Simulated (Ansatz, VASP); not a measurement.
# One calculation of AlN, two programs

File INCAR:

```
ALGO     = Normal         # electronic algorithm
DIPOL    = 0.5 0.5 0.450
EDIFF    = 1E-6           # SCF threshold, eV
ENCUT    = 520            # plane-wave cutoff, eV
GGA      = PE             # functional
GGA_COMPAT= False        
IDIPOL   = 3            
ISIF     = 2              # what is computed and relaxed
ISMEAR   = 0              # smearing method
IVDW     = 12             # dispersion correction
LASPH    = True           # aspherical terms in the spheres
LCHARG   = False          # write CHGCAR
LDIPOL   = True         
LREAL    = Auto         
LWAVE    = False          # write WAVECAR
NBANDS   = 86             # bands
NELM     = 120            # most SCF steps
NELMDL   = -8           
PREC     = Accurate       # precision mode
SIGMA    = 0.05           # smearing width, eV
```

File KPOINTS:

```
k-points
0
Gamma
  3 3 1
```

File POSCAR:

```
AlN
1.0
    6.2188310381      0.0000000000      0.0000000000
   -3.1094155190      5.3856656608      0.0000000000
    0.0000000000      0.0000000000     26.6624460751
N Al
16 16
Direct
    0.1666666667      0.3333333333      0.3000474892
    0.1666666667      0.8333333333      0.3000474892
    0.6666666667      0.3333333333      0.3000474892
    0.6666666667      0.8333333333      0.3000474892
    0.3333333333      0.1666666667      0.3934144771
    0.3333333333      0.6666666667      0.3934144771
    0.8333333333      0.1666666667      0.3934144771
    0.8333333333      0.6666666667      0.3934144771
    0.1666883791      0.3339100210      0.4917738504
    0.1661536751      0.8320609858      0.4872948348
    0.6676544303      0.3351503942      0.4921688288
    0.6660276233      0.8315290579      0.4874632428
    0.3302229968      0.1605872304      0.5807848717
    0.3352877564      0.6715013737      0.5798288571
    0.8291863263      0.1592634873      0.5810166100
    0.8381886068      0.6733965476      0.5808326519
    0.3333333333      0.1666666667      0.3221035764
    0.3333333333      0.6666666667      0.3221035764
    0.8333333333      0.1666666667      0.3221035764
    0.8333333333      0.6666666667      0.3221035764
    0.1666666667      0.3333333333      0.4154705642
    0.1666666667      0.8333333333      0.4154705642
    0.6666666667      0.3333333333      0.4154705642
    0.6666666667      0.8333333333      0.4154705642
    0.3292253173      0.1585403543      0.5060858575
    0.3372795463      0.6749802541      0.5075696043
    0.8289190469      0.1581622290      0.5062025673
    0.8388518748      0.6763841140      0.5080439370
    0.1673678159      0.3352524267      0.5846548357
    0.1669340239      0.8299134448      0.6071072680
    0.6679945307      0.3363709216      0.5846224068
    0.6623193595      0.8262808839      0.6062436952
```

Input for Ansatz:

```yaml
crystal:
  lattice:
    - [6.2188310381, 0.0, 0.0]
    - [-3.109415519, 5.3856656608, 0.0]
    - [0.0, 0.0, 26.6624460751]
  atoms:
    - { symbol: "N", position: [0.1666666667, 0.3333333333, 0.3000474892] }
    - { symbol: "N", position: [0.1666666667, 0.8333333333, 0.3000474892] }
    - { symbol: "N", position: [0.6666666667, 0.3333333333, 0.3000474892] }
    - { symbol: "N", position: [0.6666666667, 0.8333333333, 0.3000474892] }
    - { symbol: Al, position: [0.3333333333, 0.1666666667, 0.3221035764] }
    - { symbol: Al, position: [0.3333333333, 0.6666666667, 0.3221035764] }
    - { symbol: Al, position: [0.8333333333, 0.1666666667, 0.3221035764] }
    - { symbol: Al, position: [0.8333333333, 0.6666666667, 0.3221035764] }
    - { symbol: "N", position: [0.3333333333, 0.1666666667, 0.3934144771] }
    - { symbol: "N", position: [0.3333333333, 0.6666666667, 0.3934144771] }
    - { symbol: "N", position: [0.8333333333, 0.1666666667, 0.3934144771] }
    - { symbol: "N", position: [0.8333333333, 0.6666666667, 0.3934144771] }
    - { symbol: Al, position: [0.1666666667, 0.3333333333, 0.4154705642] }
    - { symbol: Al, position: [0.1666666667, 0.8333333333, 0.4154705642] }
    - { symbol: Al, position: [0.6666666667, 0.3333333333, 0.4154705642] }
    - { symbol: Al, position: [0.6666666667, 0.8333333333, 0.4154705642] }
    - { symbol: "N", position: [0.1666883791, 0.333910021, 0.4917738504] }
    - { symbol: "N", position: [0.1661536751, 0.8320609858, 0.4872948348] }
    - { symbol: "N", position: [0.6676544303, 0.3351503942, 0.4921688288] }
    - { symbol: "N", position: [0.6660276233, 0.8315290579, 0.4874632428] }
    - { symbol: Al, position: [0.3292253173, 0.1585403543, 0.5060858575] }
    - { symbol: Al, position: [0.3372795463, 0.6749802541, 0.5075696043] }
    - { symbol: Al, position: [0.8289190469, 0.158162229, 0.5062025673] }
    - { symbol: Al, position: [0.8388518748, 0.676384114, 0.508043937] }
    - { symbol: "N", position: [0.3302229968, 0.1605872304, 0.5807848717] }
    - { symbol: "N", position: [0.3352877564, 0.6715013737, 0.5798288571] }
    - { symbol: "N", position: [0.8291863263, 0.1592634873, 0.58101661] }
    - { symbol: "N", position: [0.8381886068, 0.6733965476, 0.5808326519] }
    - { symbol: Al, position: [0.1673678159, 0.3352524267, 0.5846548357] }
    - { symbol: Al, position: [0.1669340239, 0.8299134448, 0.607107268] }
    - { symbol: Al, position: [0.6679945307, 0.3363709216, 0.5846224068] }
    - { symbol: Al, position: [0.6623193595, 0.8262808839, 0.6062436952] }
basis:
  ecutwfc: 420
kpoints:
  mp_grid: { grid: [3, 3, 1] }
hamiltonian:
  xc: pbe
  dispersion: d3bj
scf:
  occupations: { method: gaussian, width: 0.05 }
output:
  forces: true
  eigenvalues: true
  write_density: true
  volumetric_format: npy
efield:
  axis: 3
  dipole_correction: true
  ramp_width: 0.04
```

Alike in both runs: task single point; functional PBE; dispersion D3(BJ); k mesh 3 × 3 × 1; occupations gaussian, width 0.05 eV; no spin polarisation.

|  | VASP | Ansatz |
| --- | --- | --- |
| version | VASP 6.6.1 | Ansatz 0.2.0 |
| potentials or method | VASP PAW PBE potentials, release 64 (N, Al), cutoff 520 eV | scalar-relativistic, plane waves, PAW |
| valence electrons in the cell | 128 | 128 |

```tsv
	VASP	Ansatz	Ansatz less VASP
gap on the k mesh at the Fermi level (eV)	none	none	-
rms of the force components (eV/Å)	0.940	0.940	-0.0003
```

A gap of «none» marks a metal or a gap that the smearing closes.

The k mesh is coarse, so the values compare programs but aren't converged.
